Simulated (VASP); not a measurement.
# Sn in VASP: settings compared, part 2 of 2

VASP 6.6.1.

## 3. Single point, r2SCAN (strain -1.1%)

POSCAR reads:

```
Sn
1.0
    0.0000000000      3.2480022753      3.2480022753
    3.2480022753      0.0000000000      3.2480022753
    3.2480022753      3.2480022753      0.0000000000
Sn
2
Direct
    0.0000000000      0.0000000000      0.0000000000
    0.2500000000      0.2500000000      0.2500000000
```

INCAR.step1 reads:

```
PREC = Accurate
ENCUT = 520
ISMEAR = -1
SIGMA = 0.02
LREAL = F
LASPH = T
NELM = 80
NBANDS = 21
GGA = PE
ALGO = Normal
EDIFF = 1E-4
LWAVE = T
LCHARG = F
```

INCAR.step2 reads:

```
PREC = Accurate
ENCUT = 520
EDIFF = 1E-6
ISMEAR = -1
SIGMA = 0.02
LREAL = F
LASPH = T
NELM = 80
ALGO = Normal
ISIF = 2
LWAVE = F
LCHARG = F
METAGGA = R2SCAN
LMIXTAU = T
NBANDS = 21
ISTART = 1
```

KPOINTS reads:

```
Automatic mesh
0
Gamma
  6 6 6
```

Potentials or basis: VASP PAW PBE potentials, release 64 (Sn_d).

Launch:

```
cat potpaw_PBE.64/Sn_d/POTCAR > POTCAR
cp INCAR.step1 INCAR
mpirun -np 1 vasp_std > vasp.out
cp INCAR.step2 INCAR
mpirun -np 1 vasp_std > vasp.out
```

OUTCAR:

```text
PREC = Accurate
   ENCUT = 520
   EDIFF = 1E-6
   ISMEAR = -1
   LREAL = F
   LASPH = T
   NELM = 80
   ISIF = 2
   METAGGA = R2SCAN
   ISTART = 1

 ion  position               nearest neighbor table
   1  0.000  0.000  0.000-   2 2.81   2 2.81   2 2.81   2 2.81
   2  0.250  0.250  0.250-   1 2.81   1 2.81   1 2.81   1 2.81

  LATTYP: Found a face centered cubic cell.
 ALAT       =     6.4960045506

  Lattice vectors:

 A1 = (   0.0000000000,   3.2480022753,   3.2480022753)
 A2 = (   3.2480022753,   0.0000000000,   3.2480022753)
 A3 = (   3.2480022753,   3.2480022753,   0.0000000000)

Analysis of symmetry for initial positions (statically):
=====================================================================
 Subroutine PRICEL returns:
 Original cell was already a primitive cell.

 Routine SETGRP: Setting up the symmetry group for a
 face centered cubic supercell.

 Subroutine GETGRP returns: Found 48 space group operations
 (whereof 24 operations were pure point group operations)
 out of a pool of 48 trial point group operations.

The static configuration has the point symmetry T_d .
 The point group associated with its full space group is O_h .

Analysis of symmetry for dynamics (positions and initial velocities):
=====================================================================
 Subroutine PRICEL returns:
 Original cell was already a primitive cell.

 Routine SETGRP: Setting up the symmetry group for a
 face centered cubic supercell.

 Subroutine GETGRP returns: Found 48 space group operations
 (whereof 24 operations were pure point group operations)
 out of a pool of 48 trial point group operations.

The dynamic configuration has the point symmetry T_d .
 The point group associated with its full space group is O_h .

 Subroutine INISYM returns: Found 48 space group operations
 (whereof 24 operations are pure point group operations),
 and found     1 'primitive' translations

----------------------------------------------------------------------------------------

                                     Primitive cell

  volume of cell :      68.5297

  direct lattice vectors                    reciprocal lattice vectors
     0.000000000  3.248002275  3.248002275    -0.153940779  0.153940779  0.153940779
     3.248002275  0.000000000  3.248002275     0.153940779 -0.153940779  0.153940779
     3.248002275  3.248002275  0.000000000     0.153940779  0.153940779 -0.153940779

  length of vectors
     4.593368868  4.593368868  4.593368868     0.266633250  0.266633250  0.266633250

  position of ions in fractional coordinates (direct lattice)
     0.000000000  0.000000000  0.000000000
     0.250000000  0.250000000  0.250000000

  ion indices of the primitive-cell ions
   primitive index   ion index
                 1           1
                 2           2

----------------------------------------------------------------------------------------

 KPOINTS: Automatic mesh

Automatic generation of k-mesh.
 Grid dimensions read from file:
 generate k-points for:    6    6    6

 Generating k-lattice:

  Cartesian coordinates                     Fractional coordinates (reciprocal lattice)
    -0.025656796  0.025656796  0.025656796     0.166666667  0.000000000  0.000000000
     0.025656796 -0.025656796  0.025656796     0.000000000  0.166666667  0.000000000
     0.025656796  0.025656796 -0.025656796     0.000000000  0.000000000  0.166666667

  Length of vectors
     0.044438875  0.044438875  0.044438875

  Shift w.r.t. Gamma in fractional coordinates (k-lattice)
     0.000000000  0.000000000  0.000000000

 Subroutine IBZKPT returns following result:
 ===========================================

 Found     16 irreducible k-points:

 Following reciprocal coordinates:
            Coordinates               Weight
  0.000000  0.000000  0.000000      1.000000
  0.166667  0.000000  0.000000      8.000000
  0.333333  0.000000  0.000000      8.000000
  0.500000  0.000000  0.000000      4.000000
  0.166667  0.166667  0.000000      6.000000
  0.333333  0.166667  0.000000     24.000000
[... 8 lines left out ...]
 -0.333333  0.333333  0.166667     24.000000
 -0.333333  0.500000  0.166667     12.000000
   k-points           NKPTS =     16   k-points in BZ     NKDIM =     16   number of bands    NBANDS=     21
   number of dos      NEDOS =    301   number of ions     NIONS =      2
   total plane-waves  NPLWV =  46656
   dimension x,y,z NGX =    36 NGY =   36 NGZ =   36
   dimension x,y,z NGXF=    72 NGYF=   72 NGZF=   72
   ions per type =               2
   NGX,Y,Z   is equivalent  to a cutoff of  13.03, 13.03, 13.03 a.u.
   NGXF,Y,Z  is equivalent  to a cutoff of  26.06, 26.06, 26.06 a.u.
 SYSTEM =  unknown system
   PREC   = accura    normal or accurate (medium, high low for compatibility)
   ISTART =      1    job   : 0-new  1-cont  2-samecut
   ICHARG =      0    charge: 1-file 2-atom 10-const
   ISPIN  =      1    spin polarized calculation?
   LNONCOLLINEAR =      F non collinear calculations
   LSORBIT =      F    spin-orbit coupling
   LASPH  =      T    aspherical Exc in radial PAW
   ENCUT  =  520.0 eV  38.22 Ry    6.18 a.u.   8.54  8.54  8.54*2*pi/ulx,y,z
   NELM   =     80;   NELMIN=  2; NELMDL=  0     # of ELM steps
   EDIFF  = 0.1E-05   stopping-criterion for ELM
   LREAL  =      F    real-space projection
   EDIFFG = 0.1E-04   stopping-criterion for IOM
   NSW    =      0    number of steps for IOM
   IBRION =     -1    ionic relax: 0-MD 1-quasi-New 2-CG
   NFREE  =      0    steps in history (QN), initial steepest desc. (CG)
   ISIF   =      2    stress and relaxation
   ISYM   =      2    0-nonsym 1-usesym 2-fastsym
   POTIM  = 0.5000    time-step for ionic-motion
   TEBEG  =    0.0;   TEEND  =   0.0 temperature during run
   PSTRESS=    0.0 pullay stress
   NELECT =      28.0000    total number of electrons
   NUPDOWN=      -1.0000    fix difference up-down
   EMIN   =  10.00;   EMAX   =-10.00  energy-range for DOS
   EFERMI =   0.00;   METHOD = LEGACY
   ISMEAR =    -1;   SIGMA  =   0.02  broadening in eV -4-tet -1-fermi 0-gaus
   EFERMI_NEDOS =   21; number of points for ismear=-14 and -15
   IALGO  =     38    algorithm
   IMIX   =      4    mixing-type and parameters
     AMIX     =   0.40;   BMIX     =  1.00
     AMIX_MAG =   1.60;   BMIX_MAG =  1.00
  volume/ion in A,a.u.               =      34.26       231.23
  Fermi-wavevector in a.u.,A,eV,Ry     =   1.214790  2.295620 20.078316  1.475715
  Thomas-Fermi vector in A             =   2.350198
   LORBIT       =      0    0 simple, 1 ext, 2 COOP (PROOUT), +10 PAW based schemes
   METAGGA = R2SCAN    functional components
   LHFCALC =     F    Hartree Fock is set to
   AEXX    =    0.0000 exact exchange contribution
   IVDW    =     0    specifies the selected vdW correction
   LEPSILON=     F    determine dielectric tensor
   LRPA    =     F    only Hartree local field effects (RPA)
 non-spin polarized calculation
  energy-cutoff  :      520.00
  volume of cell :       68.53
 maximum number of plane-waves:      1868
 NGX is ok and might be reduce to    36
   NGX = 17   NGY = 17   NGZ = 17

 number of electron      28.0000000 magnetization

 Free energy of the ion-electron system (eV)
  ---------------------------------------------------
  ext. energy  EPLUGINS =         0.00000000
  ---------------------------------------------------
  free energy    TOTEN  =       -49.45174981 eV

  energy without entropy =      -49.45137884  energy(sigma->0) =      -49.45156433

 E-fermi :   5.5735     XC(G=0):  -9.5735

 val. band max:        5.5600544808   @ k =   0.0000   0.0000   0.0000
 cond. band min:       5.6887183226   @ k =   0.5000   0.0000   0.0000
 fundamental gap:      0.1286638417
 Fermi energy:         5.5735404850

 k-point     1 :       0.0000    0.0000    0.0000
  band No.  band energies     occupation
      1     -16.8396      2.00000
      2     -16.8395      2.00000
      3     -16.8395      2.00000
      4     -16.7735      2.00000
      5     -16.7735      2.00000
      6     -16.4519      2.00000
[... 13 lines left out ...]
     20      13.8046      0.00000
     21      13.8046      0.00000
[... 337 lines left out ...]
 k-point    16 :      -0.3333    0.5000    0.1667
  band No.  band energies     occupation
      1     -16.9084      2.00000
      2     -16.9084      2.00000
      3     -16.7088      2.00000
      4     -16.7088      2.00000
      5     -16.6059      2.00000
      6     -16.6059      2.00000
[... 13 lines left out ...]
     20      15.0594      0.00000
     21      16.3044      0.00000

------------------------ aborting loop because EDIFF is reached ----------------------------------------

  FORCE on cell =-STRESS in cart. coord.  units (eV):
  Direction    XX          YY          ZZ          XY          YZ          ZX
  --------------------------------------------------------------------------------------
  -------------------------------------------------------------------------------------
  Total        0.6466281      0.6466281      0.6466281      0.0000000      0.0000000      0.0000000
  in kB       15.1177172     15.1177172     15.1177172      0.0000000      0.0000000      0.0000000
  external PRESSURE =      15.1177172 kB  Pullay stress =       0.0000000 kB

 VOLUME and BASIS-vectors are now :
 -----------------------------------------------------------------------------
  energy-cutoff  :      520.00
  volume of cell :       68.53
      direct lattice vectors                 reciprocal lattice vectors
     0.000000000  3.248002275  3.248002275    -0.153940779  0.153940779  0.153940779
     3.248002275  0.000000000  3.248002275     0.153940779 -0.153940779  0.153940779
     3.248002275  3.248002275  0.000000000     0.153940779  0.153940779 -0.153940779

 POSITION                                       TOTAL-FORCE (eV/Angst)
 -----------------------------------------------------------------------------------
      0.00000      0.00000      0.00000         0.000000      0.000000      0.000000
      1.62400      1.62400      1.62400        -0.000000     -0.000000     -0.000000
 -----------------------------------------------------------------------------------
    total drift:                                0.000000      0.000000      0.000000

  FREE ENERGIE OF THE ION-ELECTRON SYSTEM (eV)
  ---------------------------------------------------
  free  energy   TOTEN  =       -49.4517498122 eV

  energy  without entropy=      -49.4513788389  energy(sigma->0) =      -49.45156433
```

OUTCAR.step1:

```text
PREC = Accurate
   ENCUT = 520
   ISMEAR = -1
   LREAL = F
   LASPH = T
   NELM = 80
[... 594 lines left out ...]
 -----------------------------------------------------------------------------------
      0.00000      0.00000      0.00000         0.000000      0.000000      0.000000
      1.62400      1.62400      1.62400        -0.000000     -0.000000     -0.000000
 -----------------------------------------------------------------------------------
    total drift:                                0.000000      0.000000      0.000000

  FREE ENERGIE OF THE ION-ELECTRON SYSTEM (eV)
  ---------------------------------------------------
  free  energy   TOTEN  =        -7.6123733456 eV

  energy  without entropy=       -7.6118343866  energy(sigma->0) =       -7.61210387
```

Wall time 61 s (1 thread of Intel Xeon Platinum 8259CL at 2.50GHz (Skylake/Cascade Lake), shared host); peak memory 0.21 GiB.

Results:

* Free energy: -49.4517 eV
* Pressure: 1.5 GPa
* Band gap on the k mesh: zero (filled and empty bands touch)

Caveat: the cell differs from its parent crystal (strain -1.1%); the PAW data sets were made with another functional, which shifts forces and pressure a little; spin-orbit coupling is left out, which moves the levels of the heavy elements.

## 4. Single point, PBE (biaxial xy strain -4.5%)

INCAR reads:

```
SYSTEM = Sn
ALGO = Normal ; EDIFF = 1E-6
ENCUT = 520 ; GGA = PE
ISIF = 2 ; ISMEAR = -1
LASPH = .TRUE. ; LCHARG = .FALSE.
LREAL = .FALSE. ; LWAVE = .FALSE.
NBANDS = 21 ; NELM = 60
PREC = Accurate ; SIGMA = 0.02
```

KPOINTS reads:

```
k-points
0
G
  6 6 6
  0 0 0
```

POSCAR reads:

```
Sn
1.0
    0.0000000000      3.1353453049      3.2844597788
    3.1353453049      0.0000000000      3.2844597788
    3.1353453049      3.1353453049      0.0000000000
Sn
2
Direct
    0.0000000000      0.0000000000      0.0000000000
    0.2500000000      0.2500000000      0.2500000000
```

Potentials or basis: VASP PAW PBE potentials, release 64 (Sn_d).

Launch:

```
cat potpaw_PBE.64/Sn_d/POTCAR > POTCAR
mpirun -np 1 vasp_std > vasp.out
```

OUTCAR:

```text
SYSTEM = Sn
   EDIFF = 1E-6
   ENCUT = 520
   GGA = PE
   ISIF = 2
   ISMEAR = -1
   LASPH = .TRUE.
   LREAL = .FALSE.
   NELM = 60
   PREC = Accurate

 ion  position               nearest neighbor table
   1  0.000  0.000  0.000-   2 2.76   2 2.76   2 2.76   2 2.76
   2  0.250  0.250  0.250-   1 2.76   1 2.76   1 2.76   1 2.76

  LATTYP: Found a body centered tetragonal cell.
 ALAT       =     4.4340478529
 C/A-ratio  =     1.4814724097

  Lattice vectors:

 A1 = (  -3.1353453049,   0.0000000000,   3.2844597788)
 A2 = (   3.1353453049,   0.0000000000,   3.2844597788)
 A3 = (   0.0000000000,   3.1353453049,  -3.2844597788)

Analysis of symmetry for initial positions (statically):
=====================================================================
 Subroutine PRICEL returns:
 Original cell was already a primitive cell.

 Routine SETGRP: Setting up the symmetry group for a
 body centered tetragonal supercell.

 Subroutine GETGRP returns: Found 16 space group operations
 (whereof  8 operations were pure point group operations)
 out of a pool of 16 trial point group operations.

[... 155 lines left out ...]

 Free energy of the ion-electron system (eV)
  ---------------------------------------------------
  ext. energy  EPLUGINS =         0.00000000
  ---------------------------------------------------
  free energy    TOTEN  =        -7.48621600 eV

  energy without entropy =       -7.48579685  energy(sigma->0) =       -7.48600642

 E-fermi :   6.3231     XC(G=0):  -9.1226

 val. band max:        6.1286704760   @ k =   0.0000   0.0000   0.0000
 cond. band min:       6.3450828872   @ k =   0.5000   0.0000   0.0000
 fundamental gap:      0.2164124112
 Fermi energy:         6.3230658028

 k-point     1 :       0.0000    0.0000    0.0000
  band No.  band energies     occupation
      1     -15.5427      2.00000
      2     -15.5427      2.00000
      3     -15.5212      2.00000
      4     -15.4728      2.00000
      5     -15.4634      2.00000
      6     -15.1317      2.00000
[... 565 lines left out ...]
     20      15.8771      0.00000
     21      16.3910      0.00000

 [... further k-points ...]
[... 5 lines left out ...]
  --------------------------------------------------------------------------------------
  -------------------------------------------------------------------------------------
  Total        2.8074268      2.8074268      2.2323024      0.0000000      0.0000000     -0.0000000
  in kB       69.6553252     69.6553252     55.3858605      0.0000000      0.0000000     -0.0000000
  external PRESSURE =      64.8988370 kB  Pullay stress =       0.0000000 kB

 VOLUME and BASIS-vectors are now :
 -----------------------------------------------------------------------------
  energy-cutoff  :      520.00
  volume of cell :       64.58
      direct lattice vectors                 reciprocal lattice vectors
     0.000000000  3.135345305  3.284459779    -0.159472068  0.159472068  0.152232036
     3.135345305  0.000000000  3.284459779     0.159472068 -0.159472068  0.152232036
     3.135345305  3.135345305  0.000000000     0.159472068  0.159472068 -0.152232036

 POSITION                                       TOTAL-FORCE (eV/Angst)
 -----------------------------------------------------------------------------------
      0.00000      0.00000      0.00000        -0.000000     -0.000000      0.000000
      1.56767      1.56767      1.64223         0.000000      0.000000     -0.000000
 -----------------------------------------------------------------------------------
    total drift:                                0.000000      0.000000      0.000000

  FREE ENERGIE OF THE ION-ELECTRON SYSTEM (eV)
  ---------------------------------------------------
  free  energy   TOTEN  =        -7.4862159971 eV

  energy  without entropy=       -7.4857968478  energy(sigma->0) =       -7.48600642
```

stdout:

```text
POSCAR found type information on POSCAR Sn
 POSCAR found :  1 types and       2 ions
 scaLAPACK will be used
 LDA part: xc-table for (Slater+PW92), standard interpolation
 POSCAR, INCAR and KPOINTS ok, starting setup
 FFT: planning ... GRIDC
 FFT: planning ... GRID_SOFT
 FFT: planning ... GRID
 WAVECAR not read
 entering main loop
```

Wall time 30 s (1 thread of Intel Xeon Platinum 8259CL at 2.50GHz (Skylake/Cascade Lake), shared host); peak memory 0.21 GiB.

Results:

```yaml
Free_energy: -7.4862 eV
Pressure: 6.5 GPa
Band_gap_on_the_k_mesh: zero (band 14 reaches 6.47 eV, above the bottom of band 15 at 6.35 eV)
```

Caveat: the cell differs from its parent crystal (biaxial xy strain -4.5%); spin-orbit coupling is left out, which moves the levels of the heavy elements.

## 5. Single point, PBE (strain along [111] -2.6%)

INCAR reads:

```
ALGO = Normal
EDIFF = 1E-7
ENCUT = 520
GGA = PE
ISIF = 2
ISMEAR = -1
LASPH = T
LCHARG = F
LREAL = F
LWAVE = F
NBANDS = 21
NELM = 80
PREC = Accurate
SIGMA = 0.02
```

KPOINTS reads:

```
k-points
0
Gamma
  6 6 6
```

POSCAR reads:

```
Sn
1.0
   -0.0560547802      3.2284049986      3.2284049986
    3.2284049986     -0.0560547802      3.2284049986
    3.2284049986      3.2284049986     -0.0560547802
Sn
2
Direct
   -0.0016046083     -0.0016046083     -0.0016046083
    0.2516046083      0.2516046083      0.2516046083
```

Launch:

```
cat potpaw_PBE.64/Sn_d/POTCAR > POTCAR
mpirun -np 1 vasp_std > vasp.out
```

Wall time 33 s (1 thread of Intel Xeon Platinum 8259CL at 2.50GHz (Skylake/Cascade Lake), shared host); peak memory 0.21 GiB.

Results (log left out):

```yaml
Free_energy: -7.6186 eV
Pressure: 2.7 GPa
Largest_force: 0.014 eV/Å
Band_gap_on_the_k_mesh: zero (band 14 reaches 5.55 eV, above the bottom of band 15 at 5.28 eV)
```

Forces on the atoms (eV/Å):
```
Sn  -0.008 -0.008 -0.008
Sn   0.008  0.008  0.008
```

Stress tensor (GPa, compression positive):
```
2.73 0.35 0.35
0.35 2.73 0.35
0.35 0.35 2.73
```

Levels at points of the mesh, in eV from the Fermi level:
```
           k point  band 10  band 11  band 12  band 13  band 14  band 15  band 16  band 17  band 18  band 19
(0.00, 0.00, 0.00)   -21.21   -10.47    -0.66     0.08     0.08     0.30     2.18     2.18     2.35     5.09
(0.50, 0.00, 0.00)   -21.17    -8.89    -6.20    -1.06    -0.94     0.11     3.32     3.34     5.77     8.40
(0.50, 0.50, 0.00)   -21.15    -7.43    -7.38    -2.44    -2.27     0.78     1.02     7.63     7.76     9.27
(0.50, 0.50, 0.50)   -21.19    -8.78    -6.14    -1.14    -1.14    -0.19     3.20     3.20     5.61     8.69
```

Caveat: the cell differs from its parent crystal (strain along [111] -2.6%); spin-orbit coupling is left out, which moves the levels of the heavy elements.

## 6. Overview

| level | cell | gap on the mesh (eV) | pressure (GPa) |
| --- | --- | --- | --- |
| PBE | a = 4.593 Å, angles 60.0°, 2 atoms | none | 3.1 |
| r2SCAN | a = 4.593 Å, angles 60.0°, 2 atoms | none | 1.5 |
| PBE | a = 4.541, b = 4.541, c = 4.434 Å, angles 60.8, 60.8, 58.5°, 2 atoms | none | 6.5 |
| PBE | a = 4.566 Å, angles 61.1°, 2 atoms | none | 2.7 |

Alike in all rows: task single point; potentials or basis VASP PAW PBE potentials, release 64 (Sn_d); no spin polarisation; k mesh 6 × 6 × 6; cutoff (eV) 520; smearing fermi-dirac 0.02 eV.

Caveats: spin-orbit coupling is left out, which moves the levels of the heavy elements; the PAW data sets were made with another functional, which shifts forces and pressure a little (some runs).

Absolute energies hang on the potentials; compare differences alone.
